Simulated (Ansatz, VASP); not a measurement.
NaI: VASP beside Ansatz

```xyz
2
Lattice="4.1026 0.0000 0.0000 0.0000 4.1026 0.0000 0.0000 0.0000 4.1026" Properties=species:S:1:pos:R:3 pbc="T T T"
Na    0.0000    0.0000    0.0000
I     2.0513    2.0513    2.0513
```

Alike in both runs: task single point; functional PBE; k mesh 6 × 6 × 6; no spin polarisation.

|  | VASP | Ansatz |
| --- | --- | --- |
| version | VASP 6.6.1 | Ansatz 0.2.0 |
| potentials or method | VASP PAW PBE potentials, release 64 (Na_pv, I) | plane waves, PAW |
| plane-wave cutoff (eV) | 520 | 420 |
| occupations | gaussian, width 0.01 eV | fixed |
| valence electrons in the cell | 14 | 26 |

```tsv
	VASP	Ansatz	Ansatz less VASP
gap on the k mesh at the Fermi level (eV)	2.23	2.24	+0.003
pressure (GPa)	-0.4	-0.4	0.00
```

VASP's potentials hold 14 valence electrons a cell and Ansatz's 26, so a difference there can come from the potentials and not from the codes.

Neither program's run includes spin-orbit coupling.
